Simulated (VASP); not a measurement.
# SnS (Pnma) in VASP: single point with PBE+D3(BJ)

Aim: the single point of SnS with PBE+D3(BJ).

Everything below comes from runs of VASP 6.6.1. Logs are shortened: lines on timing, memory, paths and dates and some standing lists are left out, and cuts for length are marked.

### Step 1. The cell of the first run

Symmetry: Pnma, No. 62, orthorhombic system. The conventional cell has a = 11.153 Å, b = 4.000 Å, c = 4.259 Å, α = 90.00°, β = 90.00°, γ = 90.00°. Sn (site symmetry m) has 6 S at 2.64 to 3.34 Å and 2 Sn at 3.45 Å within 3.5 Å. Within 3.5 Å of S (site symmetry m) lie 6 Sn at 2.64 to 3.34 Å.

### Step 2. Single point, PBE+D3(BJ)

The input, INCAR:

```
SYSTEM = SnS
PREC     = Accurate       ! precision mode
ENCUT    = 500            ! plane-wave cutoff, eV
EDIFF    = 1E-6           ! SCF threshold, eV
ISMEAR   = 0              ! smearing method
SIGMA    = 0.02           ! smearing width, eV
LREAL    = .FALSE.        ! projectors in reciprocal space
LASPH    = .TRUE.         ! aspherical terms in the spheres
NELM     = 120            ! most SCF steps
ALGO     = Normal         ! electronic algorithm
ISIF     = 2              ! what is computed and relaxed
LWAVE    = .FALSE.        ! write WAVECAR
LCHARG   = .FALSE.        ! write CHGCAR
GGA      = PE             ! functional
IVDW     = 12             ! dispersion correction
NBANDS   = 50             ! bands
GGA_COMPAT= .FALSE.
```

The input, KPOINTS:

```
regular mesh
0
G
  4 8 6
  0 0 0
```

The input, POSCAR:

```
SnS
1.0
   11.1529390552      0.0000000000      0.0000000000
    0.0000000000      3.9997791458      0.0000000000
    0.0000000000      0.0000000000      4.2592976063
Sn S
4 4
Direct
    0.1183891831      0.2500000000      0.1116389065
    0.3816108169      0.7500000000      0.6116389065
    0.6183891831      0.2500000000      0.3883610935
    0.8816108169      0.7500000000      0.8883610935
    0.8529458600      0.2500000000      0.4749868083
    0.6470541400      0.7500000000      0.9749868083
    0.3529458600      0.2500000000      0.0250131917
    0.1470541400      0.7500000000      0.5250131917
```

Potentials or basis: VASP PAW PBE potentials, release 64 (Sn_d, S).

The run is started by

```
> cat potpaw_PBE.64/Sn_d/POTCAR potpaw_PBE.64/S/POTCAR > POTCAR
> mpirun -np 1 vasp_std > vasp.out
```

OUTCAR:

```text
SYSTEM = SnS
   PREC = Accurate
   ENCUT = 500
   EDIFF = 1E-6
   ISMEAR = 0
   LREAL = .FALSE.
   LASPH = .TRUE.
   NELM = 120
   ISIF = 2
   GGA = PE
   IVDW = 12
 IVDW          = 12

 ion  position               nearest neighbor table
   1  0.118  0.250  0.112-   7 2.64   8 2.68   8 2.68   8 3.22   8 3.22   4 3.45   4 3.45
   2  0.382  0.750  0.612-   8 2.64   7 2.68   7 2.68   7 3.22   7 3.22   3 3.45   3 3.45
   3  0.618  0.250  0.388-   5 2.64   6 2.68   6 2.68   6 3.22   6 3.22   2 3.45   2 3.45
   4  0.882  0.750  0.888-   6 2.64   5 2.68   5 2.68   5 3.22   5 3.22   1 3.45   1 3.45
   5  0.853  0.250  0.475-   3 2.64   4 2.68   4 2.68   4 3.22   4 3.22
   6  0.647  0.750  0.975-   4 2.64   3 2.68   3 2.68   3 3.22   3 3.22
   7  0.353  0.250  0.025-   1 2.64   2 2.68   2 2.68   2 3.22   2 3.22
   8  0.147  0.750  0.525-   2 2.64   1 2.68   1 2.68   1 3.22   1 3.22

  LATTYP: Found a simple orthorhombic cell.
 ALAT       =     3.9997791458
 B/A-ratio  =     1.0648831976
 C/A-ratio  =     2.7883887206

  Lattice vectors:

 A1 = (   0.0000000000,   3.9997791458,   0.0000000000)
 A2 = (   0.0000000000,   0.0000000000,   4.2592976063)
 A3 = (  11.1529390552,   0.0000000000,   0.0000000000)

Analysis of symmetry for initial positions (statically):
=====================================================================
 Subroutine PRICEL returns:
 Original cell was already a primitive cell.

 Routine SETGRP: Setting up the symmetry group for a
 simple orthorhombic supercell.

 Subroutine GETGRP returns: Found  8 space group operations
 (whereof  2 operations were pure point group operations)
 out of a pool of  8 trial point group operations.

The static configuration has the point symmetry S_2 .
 The point group associated with its full space group is D_2h.

Analysis of symmetry for dynamics (positions and initial velocities):
=====================================================================
 Subroutine PRICEL returns:
 Original cell was already a primitive cell.

 Routine SETGRP: Setting up the symmetry group for a
 simple orthorhombic supercell.

 Subroutine GETGRP returns: Found  8 space group operations
 (whereof  2 operations were pure point group operations)
 out of a pool of  8 trial point group operations.

The dynamic configuration has the point symmetry S_2 .
 The point group associated with its full space group is D_2h.

 Subroutine INISYM returns: Found  8 space group operations
 (whereof  2 operations are pure point group operations),
 and found     1 'primitive' translations

[... 113 lines left out ...]
   ISYM   =      2    0-nonsym 1-usesym 2-fastsym
   POTIM  = 0.5000    time-step for ionic-motion
   TEBEG  =    0.0;   TEEND  =   0.0 temperature during run
   PSTRESS=    0.0 pullay stress
   NELECT =      80.0000    total number of electrons
   NUPDOWN=      -1.0000    fix difference up-down
   EMIN   =  10.00;   EMAX   =-10.00  energy-range for DOS
   EFERMI =   0.00;   METHOD = LEGACY
   ISMEAR =     0;   SIGMA  =   0.02  broadening in eV -4-tet -1-fermi 0-gaus
   EFERMI_NEDOS =   21; number of points for ismear=-14 and -15
   IALGO  =     38    algorithm
   IMIX   =      4    mixing-type and parameters
     AMIX     =   0.40;   BMIX     =  1.00
     AMIX_MAG =   1.60;   BMIX_MAG =  1.00
  volume/ion in A,a.u.               =      23.75       160.28
  Fermi-wavevector in a.u.,A,eV,Ry     =   1.227016  2.318725 20.484515  1.505569
  Thomas-Fermi vector in A             =   2.361996
   LORBIT       =      0    0 simple, 1 ext, 2 COOP (PROOUT), +10 PAW based schemes
   GGA     = PE    functional components
   LHFCALC =     F    Hartree Fock is set to
   AEXX    =    0.0000 exact exchange contribution
   IVDW    =    12    specifies the selected vdW correction
   LEPSILON=     F    determine dielectric tensor
   LRPA    =     F    only Hartree local field effects (RPA)
 non-spin polarized calculation
 Gauss-broadening in eV      SIGMA  =   0.02
  energy-cutoff  :      500.00
  volume of cell :      190.00
 maximum number of plane-waves:      4863
 NGX is ok and might be reduce to    84
   NGX = 41   NGY = 15   NGZ = 15

 number of electron      80.0000045 magnetization

 Free energy of the ion-electron system (eV)
  ---------------------------------------------------
  ext. energy  EPLUGINS =         0.00000000
  ---------------------------------------------------
  free energy    TOTEN  =       -35.36467463 eV

  energy without entropy =      -35.36467463  energy(sigma->0) =      -35.36467463

 E-fermi :   6.5045     XC(G=0):  -9.9500

 val. band max:        6.4185234931   @ k =   0.5000   0.0000   0.5000
 cond. band min:       7.2563338822   @ k =   0.0000   0.0000   0.0000
 fundamental gap:      0.8378103891
 Fermi energy:         6.5044574825

 k-point     1 :       0.0000    0.0000    0.0000
  band No.  band energies     occupation
      1     -14.8890      2.00000
      2     -14.8722      2.00000
      3     -14.8686      2.00000
      4     -14.8635      2.00000
      5     -14.8573      2.00000
      6     -14.8522      2.00000
[... 1261 lines left out ...]
     49      10.9125      0.00000
     50      10.9126      0.00000

 [... further k-points ...]

------------------------ aborting loop because EDIFF is reached ----------------------------------------

 Edisp (eV)   -2.77828

 E8    (eV) :    -1.2032

  FORCE on cell =-STRESS in cart. coord.  units (eV):
  Direction    XX          YY          ZZ          XY          YZ          ZX
  --------------------------------------------------------------------------------------
  -------------------------------------------------------------------------------------
  Total      -0.09553    -0.07035    -0.04819     0.00000     0.00000     0.00000
  in kB      -0.80550    -0.59319    -0.40636     0.00000     0.00000     0.00000
  external pressure =       -0.60 kB  Pullay stress =        0.00 kB

 VOLUME and BASIS-vectors are now :
 -----------------------------------------------------------------------------
  energy-cutoff  :      500.00
  volume of cell :      190.00
      direct lattice vectors                 reciprocal lattice vectors
    11.152939055  0.000000000  0.000000000     0.089662464  0.000000000  0.000000000
     0.000000000  3.999779146  0.000000000     0.000000000  0.250013804  0.000000000
     0.000000000  0.000000000  4.259297606     0.000000000  0.000000000  0.234780495

 POSITION                                       TOTAL-FORCE (eV/Angst)
 -----------------------------------------------------------------------------------
      1.32039      0.99994      0.47550        -0.000126      0.000000     -0.006137
      4.25608      2.99983      2.60515         0.000126      0.000000     -0.006137
      6.89686      0.99994      1.65415        -0.000126     -0.000000      0.006137
      9.83255      2.99983      3.78379         0.000126     -0.000000      0.006137
      9.51285      0.99994      2.02311        -0.000362     -0.000000     -0.004907
      7.21656      2.99983      4.15276         0.000362     -0.000000     -0.004907
      3.93638      0.99994      0.10654        -0.000362     -0.000000      0.004907
      1.64009      2.99983      2.23619         0.000362     -0.000000      0.004907
 -----------------------------------------------------------------------------------
    total drift:                                0.000000      0.000000     -0.000000

  FREE ENERGIE OF THE ION-ELECTRON SYSTEM (eV)
  ---------------------------------------------------
  free  energy   TOTEN  =       -38.1429505514 eV

  energy  without entropy=      -38.1429505514  energy(sigma->0) =      -38.14295055
```

Wall time 3.1 min (1 thread of Intel Xeon 6975P-C (Granite Rapids), shared host); peak memory 0.52 GiB.

What came out:

* Free energy: -38.1430 eV
* Pressure: -0.1 GPa
* Largest force: 0.006 eV/Å
* Band gap on the k mesh: 0.84 eV (least direct gap 1.17 eV)
* Dispersion energy per atom: -0.347 eV

Forces on the atoms (eV/Å):
```
Sn   0.000  0.000 -0.006
Sn   0.000  0.000 -0.006
Sn   0.000  0.000  0.006
Sn   0.000  0.000  0.006
S    0.000  0.000 -0.005
S    0.000  0.000 -0.005
S    0.000  0.000  0.005
S    0.000  0.000  0.005
```

Levels at points of the mesh, in eV from the valence-band top:
```csv
k point,band 37,band 38,band 39,band 40,band 41,band 42,band 43,band 44
"(0.00, 0.00, 0.00)",-1.94,-1.26,-0.79,-0.64,0.84,3.09,3.12,3.15
"(0.50, 0.00, 0.00)",-2.17,-2.17,-0.67,-0.67,2.69,2.69,2.85,2.85
"(0.00, 0.50, 0.00)",-1.00,-1.00,-0.78,-0.78,1.22,1.22,1.73,1.73
"(0.50, 0.50, 0.00)",-0.98,-0.98,-0.98,-0.98,1.64,1.64,1.64,1.64
"(0.00, 0.00, 0.50)",-0.90,-0.90,-0.06,-0.06,1.49,1.49,1.93,1.93
"(0.50, 0.00, 0.50)",-0.69,-0.69,0.00,0.00,1.39,1.39,1.89,1.89
"(0.00, 0.50, 0.50)",-2.49,-2.49,-1.53,-1.53,2.79,2.79,3.03,3.03
"(0.50, 0.50, 0.50)",-1.72,-1.72,-1.72,-1.72,2.62,2.62,2.62,2.62
```

Caveat: spin-orbit coupling is left out, which moves the levels of the heavy elements.
